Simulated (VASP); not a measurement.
Set up this calculation in VASP 6.6.1, as the native input.

- Task: single point
- Functional: PBE
- Potentials or basis: VASP PAW PBE potentials, release 64 (Pt, S)
- Cutoff: 520 eV
- k mesh: 9 × 9 × 5
- Occupations: fermi-dirac, width 0.05 eV
- Spin: no spin polarisation
- Hubbard terms: Pt d U = 5.0 eV
- Dipole correction: no
- Further INCAR settings: ALGO = Normal; EDIFF = 1e-07; NBANDS = 18

The structure of PtS2 lies in POSCAR:

```
PtS2
1.0
    3.5432000000      0.0000000000      0.0000000000
   -1.7716000000      3.0685012107      0.0000000000
    0.0000000000      0.0000000000      5.0388000000
Pt S
1 2
Direct
    0.0000000000      0.0000000000      0.0000000000
    0.6666666667      0.3333333333      0.7730000000
    0.3333333333      0.6666666667      0.2270000000
```

The input as run:

INCAR

```
SYSTEM = PtS2
PREC = Accurate
ENCUT = 520
EDIFF = 1E-7
ISMEAR = -1
SIGMA = 0.05
LREAL = .FALSE.
LASPH = .TRUE.
NELM = 150
ALGO = Normal
ISIF = 2
LWAVE = .FALSE.
LCHARG = .FALSE.
LMAXMIX = 4
LDAU = .TRUE.
LDAUTYPE = 2
LDAUL = 2 -1
LDAUU = 5 0
LDAUJ = 0 0
LDAUPRINT = 1
GGA = PE
NBANDS = 18
```

KPOINTS

```
Automatic mesh
0
G
  9 9 5
  0 0 0
```

Potentials or basis: VASP PAW PBE potentials, release 64 (Pt, S).

Launch:

```sh
$ cat potpaw_PBE.64/Pt/POTCAR potpaw_PBE.64/S/POTCAR > POTCAR
$ mpirun -np 1 vasp_std > vasp.out
```

It gave:

* Pressure: 6.8 GPa
* Largest force: 0.875 eV/Å
* Band gap on the k mesh: 0.88 eV (least direct gap 1.02 eV)

Caveat: the cell stands under pressure; spin-orbit coupling is left out, which moves the levels of the heavy elements.

Wall time 20 s on 1 thread of Intel(R) Xeon(R) 6975P-C (Granite Rapids), on a shared host, peak memory 0.2 GiB.
